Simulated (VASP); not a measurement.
# MgI2 (P-3m1) in VASP: single point with PBE

Aim: the single point of MgI2 with PBE.

All numbers are computed with VASP 6.6.1; they aren't measurements. Logs are shortened: lines on timing, memory, paths and dates and some standing lists are left out, and cuts for length are marked.

### Step 1. The cell of the first run

Symmetry: P-3m1, No. 164, trigonal system. The conventional cell has a = 4.207 Å, b = 4.207 Å, c = 7.812 Å, α = 90.00°, β = 90.00°, γ = 120.00°. Mg (site symmetry -3m) has 6 I at 2.95 Å within 3.9 Å. Within 3.9 Å of I (site symmetry 3m) lie 3 Mg at 2.95 Å.

### Step 2. Single point, PBE

Contents of INCAR:

```
ALGO     = Normal         # electronic algorithm
EDIFF    = 1E-6           # SCF threshold, eV
ENCUT    = 520            # plane-wave cutoff, eV
GGA      = PE             # functional
ISIF     = 2              # what is computed and relaxed
ISMEAR   = 0              # smearing method
LASPH    = True           # aspherical terms in the spheres
LCHARG   = False          # write CHGCAR
LREAL    = False          # projectors in reciprocal space
LWAVE    = False          # write WAVECAR
NBANDS   = 15             # bands
NELM     = 80             # most SCF steps
PREC     = Accurate       # precision mode
SIGMA    = 0.05           # smearing width, eV
```

Contents of KPOINTS:

```
k-points
0
Gamma
  6 6 4
```

Contents of POSCAR:

```
MgI2
1.0
    4.2072027146      0.0000000000      0.0000000000
   -2.1036013573      3.6435444297      0.0000000000
    0.0000000000      0.0000000000      7.8117229395
Mg I
1 2
Direct
    0.0000000000      0.0000000000      0.0000000000
    0.3333333333      0.6666666667      0.7858667836
    0.6666666667      0.3333333333      0.2141332164
```

Potentials or basis: VASP PAW PBE potentials, release 64 (Mg, I).

Launch:

```sh
$ cat potpaw_PBE.64/Mg/POTCAR potpaw_PBE.64/I/POTCAR > POTCAR
$ mpirun -np 1 vasp_std > vasp.out
```

OUTCAR:

```text
EDIFF = 1E-6
   ENCUT = 520
   GGA = PE
   ISIF = 2
   ISMEAR = 0
   LASPH = True
   LREAL = False
   NELM = 80
   PREC = Accurate

 ion  position               nearest neighbor table
   1  0.000  0.000  0.000-   2 2.95   3 2.95   2 2.95   3 2.95   3 2.95   2 2.95
   2  0.333  0.667  0.786-   1 2.95   1 2.95   1 2.95
   3  0.667  0.333  0.214-   1 2.95   1 2.95   1 2.95

  LATTYP: Found a hexagonal cell.
 ALAT       =     4.2072027146
 C/A-ratio  =     1.8567498334

  Lattice vectors:

 A1 = (   4.2072027146,   0.0000000000,   0.0000000000)
 A2 = (  -2.1036013573,   3.6435444297,   0.0000000000)
 A3 = (   0.0000000000,   0.0000000000,   7.8117229395)

Analysis of symmetry for initial positions (statically):
=====================================================================
 Subroutine PRICEL returns:
 Original cell was already a primitive cell.

 Routine SETGRP: Setting up the symmetry group for a
 hexagonal supercell.

 Subroutine GETGRP returns: Found 12 space group operations
 (whereof 12 operations were pure point group operations)
 out of a pool of 24 trial point group operations.

The static configuration has the point symmetry D_3d.

Analysis of symmetry for dynamics (positions and initial velocities):
=====================================================================
 Subroutine PRICEL returns:
 Original cell was already a primitive cell.

 Routine SETGRP: Setting up the symmetry group for a
 hexagonal supercell.

 Subroutine GETGRP returns: Found 12 space group operations
 (whereof 12 operations were pure point group operations)
 out of a pool of 24 trial point group operations.

The dynamic configuration has the point symmetry D_3d.

 Subroutine INISYM returns: Found 12 space group operations
 (whereof 12 operations are pure point group operations),
 and found     1 'primitive' translations

----------------------------------------------------------------------------------------

                                     Primitive cell

  volume of cell :     119.7469

  direct lattice vectors                    reciprocal lattice vectors
     4.207202715  0.000000000  0.000000000     0.237687620  0.137229011  0.000000000
    -2.103601357  3.643544430  0.000000000     0.000000000  0.274458023  0.000000000
     0.000000000  0.000000000  7.811722940     0.000000000  0.000000000  0.128012733

  length of vectors
     4.207202715  4.207202715  7.811722940     0.274458023  0.274458023  0.128012733

  position of ions in fractional coordinates (direct lattice)
     0.000000000  0.000000000  0.000000000
     0.333333333  0.666666667  0.785866784
     0.666666667  0.333333333  0.214133216

  ion indices of the primitive-cell ions
   primitive index   ion index
                 1           1
                 2           2
                 3           3

----------------------------------------------------------------------------------------

 KPOINTS: k-points

Automatic generation of k-mesh.
 Grid dimensions read from file:
 generate k-points for:    6    6    4

 Generating k-lattice:

  Cartesian coordinates                     Fractional coordinates (reciprocal lattice)
     0.039614603  0.022871502  0.000000000     0.166666667  0.000000000  0.000000000
     0.000000000  0.045743004  0.000000000     0.000000000  0.166666667  0.000000000
     0.000000000  0.000000000  0.032003183     0.000000000  0.000000000  0.250000000

  Length of vectors
     0.045743004  0.045743004  0.032003183

  Shift w.r.t. Gamma in fractional coordinates (k-lattice)
     0.000000000  0.000000000  0.000000000

 Subroutine IBZKPT returns following result:
 ===========================================

 Found     24 irreducible k-points:

 Following reciprocal coordinates:
            Coordinates               Weight
  0.000000  0.000000  0.000000      1.000000
  0.166667  0.000000  0.000000      6.000000
  0.333333 -0.000000  0.000000      6.000000
  0.500000 -0.000000  0.000000      3.000000
  0.166667  0.166667  0.000000      6.000000
  0.333333  0.166667  0.000000     12.000000
[... 16 lines left out ...]
  0.333333  0.166667  0.500000     12.000000
  0.333333  0.333333  0.500000      2.000000
   k-points           NKPTS =     24   k-points in BZ     NKDIM =     24   number of bands    NBANDS=     15
   number of dos      NEDOS =    301   number of ions     NIONS =      3
   total plane-waves  NPLWV =  61440
   dimension x,y,z NGX =    32 NGY =   32 NGZ =   60
   dimension x,y,z NGXF=    64 NGYF=   64 NGZF=  120
   ions per type =               1   2
   NGX,Y,Z   is equivalent  to a cutoff of  12.64, 12.64, 12.77 a.u.
   NGXF,Y,Z  is equivalent  to a cutoff of  25.29, 25.29, 25.54 a.u.
 SYSTEM =  unknown system
   PREC   = accura    normal or accurate (medium, high low for compatibility)
   ISTART =      0    job   : 0-new  1-cont  2-samecut
   ICHARG =      2    charge: 1-file 2-atom 10-const
   ISPIN  =      1    spin polarized calculation?
   LNONCOLLINEAR =      F non collinear calculations
   LSORBIT =      F    spin-orbit coupling
   LASPH  =      T    aspherical Exc in radial PAW
   ENCUT  =  520.0 eV  38.22 Ry    6.18 a.u.   7.82  7.82 14.52*2*pi/ulx,y,z
   NELM   =     80;   NELMIN=  2; NELMDL= -5     # of ELM steps
   EDIFF  = 0.1E-05   stopping-criterion for ELM
   LREAL  =      F    real-space projection
   EDIFFG = 0.1E-04   stopping-criterion for IOM
   NSW    =      0    number of steps for IOM
   IBRION =     -1    ionic relax: 0-MD 1-quasi-New 2-CG
   NFREE  =      0    steps in history (QN), initial steepest desc. (CG)
   ISIF   =      2    stress and relaxation
   ISYM   =      2    0-nonsym 1-usesym 2-fastsym
   POTIM  = 0.5000    time-step for ionic-motion
   TEBEG  =    0.0;   TEEND  =   0.0 temperature during run
   PSTRESS=    0.0 pullay stress
   NELECT =      16.0000    total number of electrons
   NUPDOWN=      -1.0000    fix difference up-down
   EMIN   =  10.00;   EMAX   =-10.00  energy-range for DOS
   EFERMI =   0.00;   METHOD = LEGACY
   ISMEAR =     0;   SIGMA  =   0.05  broadening in eV -4-tet -1-fermi 0-gaus
   EFERMI_NEDOS =   21; number of points for ismear=-14 and -15
   IALGO  =     38    algorithm
   IMIX   =      4    mixing-type and parameters
     AMIX     =   0.40;   BMIX     =  1.00
     AMIX_MAG =   1.60;   BMIX_MAG =  1.00
  volume/ion in A,a.u.               =      39.92       269.36
  Fermi-wavevector in a.u.,A,eV,Ry     =   0.836938  1.581584  9.530412  0.700466
  Thomas-Fermi vector in A             =   1.950745
   LORBIT       =      0    0 simple, 1 ext, 2 COOP (PROOUT), +10 PAW based schemes
   GGA     = PE    functional components
   LHFCALC =     F    Hartree Fock is set to
   AEXX    =    0.0000 exact exchange contribution
   IVDW    =     0    specifies the selected vdW correction
   LEPSILON=     F    determine dielectric tensor
   LRPA    =     F    only Hartree local field effects (RPA)
 non-spin polarized calculation
 Gauss-broadening in eV      SIGMA  =   0.05
  energy-cutoff  :      520.00
  volume of cell :      119.75
 maximum number of plane-waves:      3251
 NGX is ok and might be reduce to    32
   NGX = 15   NGY = 15   NGZ = 29

 number of electron      16.0000000 magnetization

 Free energy of the ion-electron system (eV)
  ---------------------------------------------------
  ext. energy  EPLUGINS =         0.00000000
  ---------------------------------------------------
  free energy    TOTEN  =        -7.73885340 eV

  energy without entropy =       -7.73885340  energy(sigma->0) =       -7.73885340

 E-fermi :   1.1692     XC(G=0):  -7.4359

 val. band max:        0.9233980789   @ k =   0.0000   0.0000   0.0000
 cond. band min:       4.5321059589   @ k =   0.5000  -0.0000   0.5000
 fundamental gap:      3.6087078800
 Fermi energy:         1.1692012273

 k-point     1 :       0.0000    0.0000    0.0000
  band No.  band energies     occupation
      1     -10.8264      2.00000
      2     -10.2912      2.00000
      3      -2.0691      2.00000
      4       0.6379      2.00000
      5       0.6379      2.00000
      6       0.6436      2.00000
      7       0.9234      2.00000
      8       0.9234      2.00000
      9       4.6320      0.00000
     10       5.8215      0.00000
     11       7.6178      0.00000
     12       7.6178      0.00000
     13       7.8643      0.00000
     14       9.0772      0.00000
     15       9.0772      0.00000

 k-point     2 :       0.1667    0.0000    0.0000
  band No.  band energies     occupation
      1     -10.7009      2.00000
      2     -10.2207      2.00000
      3      -1.9414      2.00000
      4      -0.3132      2.00000
      5       0.1708      2.00000
      6       0.3552      2.00000
      7       0.6699      2.00000
      8       0.8579      2.00000
      9       5.4038      0.00000
     10       6.3538      0.00000
     11       7.1154      0.00000
     12       8.0215      0.00000
     13       8.1150      0.00000
     14       8.9682      0.00000
     15       9.3847      0.00000

 k-point     3 :       0.3333   -0.0000    0.0000
  band No.  band energies     occupation
      1     -10.4073      2.00000
      2     -10.0901      2.00000
      3      -2.0201      2.00000
      4      -1.4194      2.00000
      5      -0.5839      2.00000
      6      -0.0513      2.00000
      7       0.5168      2.00000
      8       0.6442      2.00000
      9       5.0056      0.00000
     10       6.4106      0.00000
     11       7.1084      0.00000
     12       8.2490      0.00000
     13       8.2664      0.00000
     14       8.9447      0.00000
     15       9.8539      0.00000
[... 343 lines left out ...]
 k-point    23 :       0.3333    0.1667    0.5000
  band No.  band energies     occupation
      1     -10.2124      2.00000
      2     -10.0564      2.00000
      3      -2.2111      2.00000
      4      -1.6289      2.00000
      5      -0.7944      2.00000
      6      -0.3632      2.00000
      7       0.1991      2.00000
      8       0.4486      2.00000
      9       5.2097      0.00000
     10       6.7248      0.00000
     11       7.3413      0.00000
     12       7.8233      0.00000
     13       8.0081      0.00000
     14       9.4633      0.00000
     15       9.9762      0.00000

 k-point    24 :       0.3333    0.3333    0.5000
  band No.  band energies     occupation
      1     -10.0747      2.00000
      2     -10.0747      2.00000
      3      -2.0638      2.00000
      4      -1.4323      2.00000
      5      -1.4323      2.00000
      6      -0.9151      2.00000
      7       0.3333      2.00000
      8       0.3333      2.00000
      9       5.5189      0.00000
     10       7.0275      0.00000
     11       7.0275      0.00000
     12       8.5363      0.00000
     13       9.2631      0.00000
     14       9.2888      0.00000
     15       9.6187      0.00000

------------------------ aborting loop because EDIFF is reached ----------------------------------------

  FORCE on cell =-STRESS in cart. coord.  units (eV):
  Direction    XX          YY          ZZ          XY          YZ          ZX
  --------------------------------------------------------------------------------------
  -------------------------------------------------------------------------------------
  Total       -0.0353067     -0.0353067     -0.0245621      0.0000000     -0.0000000      0.0000000
  in kB       -0.4723927     -0.4723927     -0.3286339      0.0000000     -0.0000000      0.0000000
  external PRESSURE =      -0.4244731 kB  Pullay stress =       0.0000000 kB

 VOLUME and BASIS-vectors are now :
 -----------------------------------------------------------------------------
  energy-cutoff  :      520.00
  volume of cell :      119.75
      direct lattice vectors                 reciprocal lattice vectors
     4.207202715  0.000000000  0.000000000     0.237687620  0.137229011  0.000000000
    -2.103601357  3.643544430  0.000000000     0.000000000  0.274458023  0.000000000
     0.000000000  0.000000000  7.811722940     0.000000000  0.000000000  0.128012733

 POSITION                                       TOTAL-FORCE (eV/Angst)
 -----------------------------------------------------------------------------------
      0.00000      0.00000      0.00000        -0.000000      0.000000     -0.000000
     -0.00000      2.42903      6.13897         0.000000      0.000000      0.009976
      2.10360      1.21451      1.67275         0.000000     -0.000000     -0.009976
 -----------------------------------------------------------------------------------
    total drift:                               -0.000000      0.000000     -0.000000

  FREE ENERGIE OF THE ION-ELECTRON SYSTEM (eV)
  ---------------------------------------------------
  free  energy   TOTEN  =        -7.7388533997 eV

  energy  without entropy=       -7.7388533997  energy(sigma->0) =       -7.73885340
```

Wall time 27 s (1 thread of Intel Xeon Platinum 8488C (Sapphire Rapids), shared host); peak memory 0.25 GiB.

Results:

- Free energy: -7.7389 eV
- Pressure: 0.0 GPa
- Largest force: 0.010 eV/Å
- Band gap on the k mesh: 3.61 eV, indirect (least direct gap 3.71 eV)

Forces on the atoms (eV/Å):
```
Mg   0.000  0.000  0.000
I    0.000  0.000  0.010
I    0.000  0.000 -0.010
```

Caveat: spin-orbit coupling is left out, which moves the levels of the heavy elements; this functional lacks dispersion, which binds the layers, so the pressure and a relaxed spacing across them are unreliable.
